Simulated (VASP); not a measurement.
Input of a VASP 6.6.1 run:

Contents of INCAR:

```
SYSTEM = FeSn2F12
PREC = Accurate
ENCUT = 520
EDIFF = 1E-6
ISMEAR = 0
SIGMA = 0.01
LREAL = Auto
LASPH = .True.
NELM = 150
ALGO = Normal
ISIF = 2
LWAVE = .False.
LCHARG = .True.
ISPIN = 2
MAGMOM = 0 0 4 0 0 0 0 0 0 0 0 0 0 0 0
LORBIT = 11
LMAXMIX = 4
GGA = PE
LELF = .True.
LVHAR = .True.
NBANDS = 77
```

File KPOINTS:

```
Automatic mesh
0
Gamma
  3 3 1
  0 0 0
```

POSCAR

```
FeSn2F12
1.0
   -2.0250000000      2.0250000000      3.9650000000
    2.0250000000     -2.0250000000      3.9650000000
    6.0750000000      6.0750000000    -11.8950000000
Sn Fe F
2 1 12
Direct
    0.0000000000      0.0000000000      0.0000000000
    0.0000000000      0.0000000000      0.3333333300
    0.0000000000      0.0000000000      0.6666666700
    0.2370000000      0.2370000000      0.0000000000
    0.2370000000      0.2370000000      0.3333333300
    0.2370000000      0.2370000000      0.6666666700
    0.7630000000      0.7630000000      0.0000000000
    0.7630000000      0.7630000000      0.3333333300
    0.7630000000      0.7630000000      0.6666666700
    0.5000000000      0.0000000000      0.1666666700
    0.5000000000      0.0000000000      0.5000000000
    0.5000000000      0.0000000000      0.8333333300
    0.0000000000      0.5000000000      0.1666666700
    0.0000000000      0.5000000000      0.5000000000
    0.0000000000      0.5000000000      0.8333333300
```

Potentials or basis: VASP PAW PBE potentials, release 64 (Sn_d, Fe, F).

Launch:

```sh
$ cat potpaw_PBE.64/Sn_d/POTCAR potpaw_PBE.64/Fe/POTCAR potpaw_PBE.64/F/POTCAR > POTCAR
$ mpirun -np 1 vasp_std > vasp.out
```

Estimate the site moments.

Sn +0.01; Fe +3.37; F +0.00, +0.10, +0.07 (each value once) μB.

Predict the net moment.

4.00 μB per cell.

Stress tensor (GPa, compression positive):
```
 2.77  0.03  0.00
 0.03  2.77  0.00
 0.00  0.00 -0.15
```

Caveat: the k points lie up to 0.58 Å⁻¹ apart.
